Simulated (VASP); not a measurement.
Write the native input for VASP 6.6.1 that does the following.

```yaml
Task: relaxation of cell and atoms
Functional: PBE
Potentials_or_basis: VASP PAW PBE potentials, release 64 (Ca_sv, Be)
Cutoff: 600 eV
k_mesh: 6 × 6 × 6
Occupations: gaussian, width 0.1 eV
Spin: no spin polarisation
Dipole_correction: no
Further_INCAR_settings: ALGO = Normal; EDIFF = 1e-07; IBRION = 2; EDIFFG = -0.04; NSW = 90; ISIF = 3
```

The structure of CaBe3 lies in POSCAR:

```
CaBe3
1.0
   -1.7892235744      1.7892235744      3.9967072051
    1.7892235744     -1.7892235744      3.9967072051
    1.7892235744      1.7892235744     -3.9967072051
Ca Be
1 3
Direct
    0.0000000000      0.0000000000      0.0000000000
    0.5000000000      0.5000000000      0.0000000000
    0.2500000000      0.7500000000      0.5000000000
    0.7500000000      0.2500000000      0.5000000000
```

These files were run (other wordings do the same):

INCAR

```
SYSTEM = CaBe3
PREC     = Accurate       ! precision mode
ENCUT    = 600            ! plane-wave cutoff, eV
EDIFF    = 1E-7           ! SCF threshold, eV
ISMEAR   = 0              ! smearing method
SIGMA    = 0.1            ! smearing width, eV
LREAL    = .False.        ! projectors in reciprocal space
LASPH    = .True.         ! aspherical terms in the spheres
NELM     = 60             ! most SCF steps
ALGO     = Normal         ! electronic algorithm
ISIF     = 3              ! what is computed and relaxed
LWAVE    = .False.        ! write WAVECAR
LCHARG   = .False.        ! write CHGCAR
GGA      = PE             ! functional
IBRION   = 2              ! ionic algorithm
NSW      = 90             ! ionic steps
EDIFFG   = -0.04          ! ionic threshold
```

KPOINTS

```
regular mesh
0
Gamma
  6 6 6
  0 0 0
```

Potentials or basis: VASP PAW PBE potentials, release 64 (Ca_sv, Be).

Run with:

```sh
$ cat potpaw_PBE.64/Ca_sv/POTCAR potpaw_PBE.64/Be/POTCAR > POTCAR
$ mpirun -np 1 vasp_std > vasp.out
```

Results of the run:

```yaml
Relaxed_volume: 13.83 Å³/atom
Relaxed_cell: a = 4.273 Å, b = 4.273 Å, c = 4.273 Å, α = 119.79°, β = 119.79°, γ = 90.37°
Space_group_after_relaxing_to_0.05_Å: I4/mmm (No. 139)
Energy_gained_by_relaxing: 459.4 meV/atom
Ionic_steps: 11
Pressure_after_relaxing: 0.1 GPa
Band_gap_on_the_k_mesh: zero (band 8 reaches 4.38 eV, above the bottom of band 9 at 2.89 eV)
```

Caveat: the k points lie up to 0.35 Å⁻¹ apart in the final cell.

Run time: 4.3 min on 1 thread of Intel(R) Xeon(R) Platinum 8488C (Sapphire Rapids), with other jobs on the host, peak memory 0.25 GiB.
